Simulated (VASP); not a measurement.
# Sn4O7 (a cell with a defect) in VASP: notebook, part 2 of 2

VASP 6.6.1. The steps go on from the part before.

## 3. Single point, PBE+D3(BJ)

INCAR

```
SYSTEM = Sn4O7
ALGO = Normal ; EDIFF = 1E-7
ENCUT = 520 ; GGA = PE
ISIF = 2 ; ISMEAR = 0
IVDW = 12 ; KPAR = 4
LASPH = .TRUE. ; LCHARG = .FALSE.
LREAL = .FALSE. ; LWAVE = .FALSE.
NBANDS = 60 ; NELECT = 96.0
NELM = 60 ; PREC = Accurate
SIGMA = 0.05
```

KPOINTS

```
k-points
0
G
  6 6 6
  0 0 0
```

POSCAR

```
Sn4O7
1.0
   -3.2376496260     -1.8692578831      4.2923370236
    3.2376496260     -1.8692578831      4.2923370236
    0.0000000000      3.7385157663      4.2923370236
Sn O
4 7
Direct
    0.5000000000      0.5000000000      0.5000000000
    0.0000000000      0.0000000000      0.5000000000
    0.0000000000      0.5000000000      0.0000000000
    0.5000000000      0.0000000000      0.0000000000
    0.7436146560      0.7436146560      0.2436146560
    0.7436146560      0.2436146560      0.7436146560
    0.2436146560      0.7436146560      0.7436146560
    0.7563853440      0.7563853440      0.7563853440
    0.2563853440      0.2563853440      0.7563853440
    0.2563853440      0.7563853440      0.2563853440
    0.9087984896      0.2835597990      0.2515515037
```

Potentials or basis: VASP PAW PBE potentials, release 64 (Sn_d, O).

Launch:

```bash
> cat potpaw_PBE.64/Sn_d/POTCAR potpaw_PBE.64/O/POTCAR > POTCAR
> mpirun -np 4 vasp_std > vasp.out
```

OUTCAR:

```text
SYSTEM = Sn4O7
   EDIFF = 1E-7
   ENCUT = 520
   GGA = PE
   ISIF = 2
   ISMEAR = 0
   IVDW = 12
   LASPH = .TRUE.
   LREAL = .FALSE.
   NELECT = 96.0
   NELM = 60
   PREC = Accurate
 IVDW          = 12

 ion  position               nearest neighbor table
   1  0.500  0.500  0.500-   6 2.12   7 2.12  10 2.12   9 2.12   5 2.12  11 2.41   2 3.24   2 3.24
                             3 3.24   4 3.24   4 3.24   3 3.24
   2  0.000  0.000  0.500-  11 1.79   7 2.12  10 2.12   6 2.12   8 2.12   1 3.24   1 3.24   3 3.24
                             3 3.24   4 3.24   4 3.24
   3  0.000  0.500  0.000-  11 1.59   8 2.12   9 2.12   5 2.12   7 2.12   4 3.24   4 3.24   2 3.24
                             1 3.24   1 3.24   2 3.24
   4  0.500  0.000  0.000-   5 2.12   8 2.12   9 2.12   6 2.12  10 2.12   3 3.24   3 3.24   1 3.24
                             1 3.24   2 3.24   2 3.24
   5  0.744  0.744  0.244-   3 2.12   4 2.12   1 2.12
   6  0.744  0.244  0.744-   1 2.12   2 2.12   4 2.12
   7  0.244  0.744  0.744-   1 2.12   2 2.12   3 2.12
   8  0.756  0.756  0.756-   3 2.12   4 2.12   2 2.12
   9  0.256  0.256  0.756-   3 2.12   4 2.12   1 2.12
  10  0.256  0.756  0.256-   1 2.12   2 2.12   4 2.12
  11  0.909  0.284  0.252-   3 1.59   2 1.79   1 2.41

  LATTYP: Found a trigonal (rhomboedric) cell.
 ALAT       =     5.6921575223
 COS(alpha) =     0.3529529344

  Lattice vectors:

 A1 = (  -3.2376496260,  -1.8692578831,   4.2923370236)
 A2 = (   3.2376496260,  -1.8692578831,   4.2923370236)
 A3 = (   0.0000000000,   3.7385157663,   4.2923370236)

Analysis of symmetry for initial positions (statically):
=====================================================================
 Subroutine PRICEL returns:
 Original cell was already a primitive cell.

 Routine SETGRP: Setting up the symmetry group for a
 trigonal (rhombohedral) supercell.

 Subroutine GETGRP returns: Found  1 space group operations
 (whereof  1 operations were pure point group operations)
[... 162 lines left out ...]
   IVDW    =    12    specifies the selected vdW correction
   LEPSILON=     F    determine dielectric tensor
   LRPA    =     F    only Hartree local field effects (RPA)
 non-spin polarized calculation
 Gauss-broadening in eV      SIGMA  =   0.05
  energy-cutoff  :      520.00
  volume of cell :      155.86
 maximum number of plane-waves:      4214
   NGX = 21   NGY = 21   NGZ = 21

 number of electron      95.9999997 magnetization

 Free energy of the ion-electron system (eV)
  ---------------------------------------------------
  ext. energy  EPLUGINS =         0.00000000
  ---------------------------------------------------
  free energy    TOTEN  =       -72.14569832 eV

  energy without entropy =      -72.14552801  energy(sigma->0) =      -72.14561317

 E-fermi :   4.9632     XC(G=0): -10.0710

 val. band max:        4.8872700704   @ k =   0.0000  -0.1667   0.1667
 cond. band min:       5.0049698297   @ k =   0.0000   0.0000   0.0000
 fundamental gap:      0.1176997592
 Fermi energy:         4.9632215990

 k-point     1 :       0.0000    0.0000    0.0000
  band No.  band energies     occupation
      1     -18.7254      2.00000
      2     -16.2139      2.00000
      3     -16.0578      2.00000
      4     -15.8582      2.00000
      5     -15.8084      2.00000
      6     -15.5080      2.00000
[... 1501 lines left out ...]
     59      13.9527      0.00000
     60      14.6295      0.00000

 [... further k-points ...]

------------------------ aborting loop because EDIFF is reached ----------------------------------------

 Edisp (eV)   -2.20112

 E8    (eV) :    -0.8897

  FORCE on cell =-STRESS in cart. coord.  units (eV):
  Direction    XX          YY          ZZ          XY          YZ          ZX
  --------------------------------------------------------------------------------------
  -------------------------------------------------------------------------------------
  Total      -9.82150    11.05808   -25.29638    -9.31717    -2.97314     1.16247
  in kB    -100.95884   113.67009  -260.03083   -95.77458   -30.56199    11.94948
  external pressure =      -82.44 kB  Pullay stress =        0.00 kB

 VOLUME and BASIS-vectors are now :
 -----------------------------------------------------------------------------
  energy-cutoff  :      520.00
  volume of cell :      155.86
      direct lattice vectors                 reciprocal lattice vectors
    -3.237649626 -1.869257883  4.292337024    -0.154433017 -0.089161944  0.077657773
     3.237649626 -1.869257883  4.292337024     0.154433017 -0.089161944  0.077657773
     0.000000000  3.738515766  4.292337024     0.000000000  0.178323888  0.077657773

 POSITION                                       TOTAL-FORCE (eV/Angst)
 -----------------------------------------------------------------------------------
      0.00000      0.00000      6.43851         0.938193      0.481486      2.524969
      0.00000      1.86926      2.14617        -4.954532      7.319762      0.221216
      1.61882     -0.93463      2.14617         6.832337    -19.853134      2.290329
     -1.61882     -0.93463      2.14617        -2.695588     -1.498669     -1.812795
      0.00000     -1.86926      7.42937         1.299311      0.272105      0.295377
     -1.61882      0.93463      7.42937         0.534805      0.240813      0.018483
      1.61882      0.93463      7.42937        -0.099926     -0.047089      0.139965
      0.00000      0.00000      9.73998         0.196516     -0.059223      0.109230
      0.00000      1.86926      5.44765        -0.512243      0.321426      0.172172
      1.61882     -0.93463      5.44765         0.431302     -0.522785      0.184769
     -2.02430     -1.28840      6.19775        -1.970176     13.345308     -4.143714
 -----------------------------------------------------------------------------------
    total drift:                               -0.000476      0.000547     -0.000156

  FREE ENERGIE OF THE ION-ELECTRON SYSTEM (eV)
  ---------------------------------------------------
  free  energy   TOTEN  =       -74.3468157365 eV

  energy  without entropy=      -74.3466454284  energy(sigma->0) =      -74.34673058
```

OSZICAR:

```text
N       E                     dE             d eps       ncg     rms          rms(c)
DAV:   1     0.142171625869E+04    0.14217E+04   -0.44978E+04 15276   0.246E+03
DAV:   2     0.222478979340E+03   -0.11992E+04   -0.11359E+04 14056   0.732E+02
DAV:   3    -0.576701293628E+02   -0.28015E+03   -0.26687E+03 14792   0.269E+02
[... 10 lines left out ...]
DAV:  14    -0.721456830535E+02   -0.20903E-04   -0.73254E-05 18204   0.683E-02    0.188E-02
DAV:  15    -0.721456967139E+02   -0.13660E-04   -0.40465E-05 16436   0.404E-02    0.107E-02
DAV:  16    -0.721456976221E+02   -0.90824E-06   -0.75429E-06 16260   0.229E-02    0.460E-03
DAV:  17    -0.721456981922E+02   -0.57003E-06   -0.45410E-06 17136   0.124E-02    0.269E-03
DAV:  18    -0.721456983682E+02   -0.17604E-06   -0.52744E-07 14632   0.489E-03    0.141E-03
DAV:  19    -0.721456983230E+02    0.45176E-07   -0.13897E-07 11000   0.269E-03
   1 F= -.74346816E+02 E0= -.74346731E+02  d E =-.170308E-03
```

stdout:

```text
POSCAR found type information on POSCAR SnO
 POSCAR found :  2 types and      11 ions
 scaLAPACK will be used
 LDA part: xc-table for (Slater+PW92), standard interpolation
 POSCAR, INCAR and KPOINTS ok, starting setup
 FFT: planning ... GRIDC
 FFT: planning ... GRID_SOFT
 FFT: planning ... GRID
 WAVECAR not read
 entering main loop
 the old and the new charge density differ
 old charge density:    98.00000 new   96.00000
BRMIX: very serious problems
 the old and the new charge density differ
 old charge density:    98.00000 new   96.00000
BRMIX: very serious problems
 the old and the new charge density differ
 old charge density:    98.00000 new   96.00000
BRMIX: very serious problems
 the old and the new charge density differ
 old charge density:    98.00000 new   96.00000
    0.213E+01
```

It took 9.7 min on 4 MPI ranks of Oxide Virtual Turin-like, shared host; peak memory 0.75 GiB.

What came out:

```
Free energy                : -74.3468 eV
Largest force              : 21.120 eV/Å
Dispersion energy per atom : -0.200 eV
```

Forces on the atoms (eV/Å):
```
Sn    0.938   0.481   2.525
Sn   -4.955   7.320   0.221
Sn    6.832 -19.853   2.290
Sn   -2.696  -1.499  -1.813
O     1.299   0.272   0.295
O     0.535   0.241   0.018
O    -0.100  -0.047   0.140
O     0.197  -0.059   0.109
O    -0.512   0.321   0.172
O     0.431  -0.523   0.185
O    -1.970  13.345  -4.144
```

Caveat: the cell carries a net charge on a neutralising background, which shifts energy and pressure; the cell differs from its parent crystal (atoms taken out, atom 11 moved 0.333 of the way to it and +0.167 Å across, host rigid); the cell is charged against a uniform background, so pressure and absolute levels hang on convention; spin-orbit coupling is left out, which moves the levels of the heavy elements.

## 4. Single point, PBE+D3(BJ)

INCAR

```
SYSTEM = Sn4O7
PREC = Accurate ; ENCUT = 520
EDIFF = 1E-7 ; ISMEAR = 0
SIGMA = 0.05 ; LREAL = .False.
LASPH = .True. ; NELM = 100
ALGO = Normal ; ISIF = 2
LWAVE = .False. ; LCHARG = .False.
GGA = PE ; IVDW = 12
NELECT = 96.0 ; NBANDS = 60
KPAR = 4
```

KPOINTS

```
regular mesh
0
Gamma
  6 6 6
  0 0 0
```

Edit POSCAR of step 3 so:

```diff
@@ -18,2 +18,2 @@
     0.2563853440      0.7563853440      0.2563853440
-    0.9087984896      0.2835597990      0.2515515037
+    0.6651838336      0.2899451430      0.2579368477
```

Launch:

```bash
> cat potpaw_PBE.64/Sn_d/POTCAR potpaw_PBE.64/O/POTCAR > POTCAR
> mpirun -np 4 vasp_std > vasp.out
```

Run time: 9.4 min. Hardware: 4 MPI ranks of Oxide Virtual Turin-like, shared host; peak memory 0.76 GiB.

It converged, with:

```yaml
Free_energy: -76.4330 eV
Largest_force: 4.129 eV/Å
Dispersion_energy_per_atom: -0.201 eV
```

Forces in eV/Å, atoms in the order of the input:
```
Sn   1.492  0.984  2.651
Sn   0.400  2.592 -1.522
Sn   2.574 -0.804 -1.643
Sn  -2.216 -1.230 -1.102
O   -0.336 -0.063  0.531
O   -0.250 -0.525  0.233
O   -0.070 -0.053  0.191
O   -0.021 -0.155  0.217
O    0.176  1.885  0.524
O    1.890 -0.774  0.512
O   -3.641 -1.856 -0.592
```

Levels at points of the mesh, in eV from the Fermi level:
```
           k point  band 45  band 46  band 47  band 48  band 49  band 50  band 51  band 52
(0.00, 0.00, 0.00)    -0.69    -0.62    -0.24    -0.18     0.08     2.98     3.28     3.92
(0.50, 0.00, 0.00)    -0.59    -0.42    -0.31    -0.10     0.71     2.03     3.20     5.46
(0.00, 0.50, 0.00)    -0.73    -0.45    -0.34    -0.03     0.53     2.03     3.35     5.32
(0.00, 0.00, 0.50)    -0.72    -0.48    -0.27    -0.04     0.48     1.97     3.44     5.27
(0.50, 0.50, 0.00)    -0.89    -0.70    -0.31    -0.26     0.90     2.15     3.17     5.45
(0.50, 0.00, 0.50)    -0.91    -0.68    -0.31    -0.24     1.00     2.14     3.12     5.44
(0.00, 0.50, 0.50)    -0.89    -0.82    -0.43    -0.22     0.92     2.33     3.05     5.42
(0.50, 0.50, 0.50)    -1.18    -1.03    -0.98    -0.83     0.58     2.94     3.24     4.61
```

Caveat: the cell carries a net charge on a neutralising background, which shifts energy and pressure; the cell differs from its parent crystal (atoms taken out, atom 11 moved -0.167 of the way to it and +0.167 Å across, host rigid); the cell is charged against a uniform background, so pressure and absolute levels hang on convention; spin-orbit coupling is left out, which moves the levels of the heavy elements.
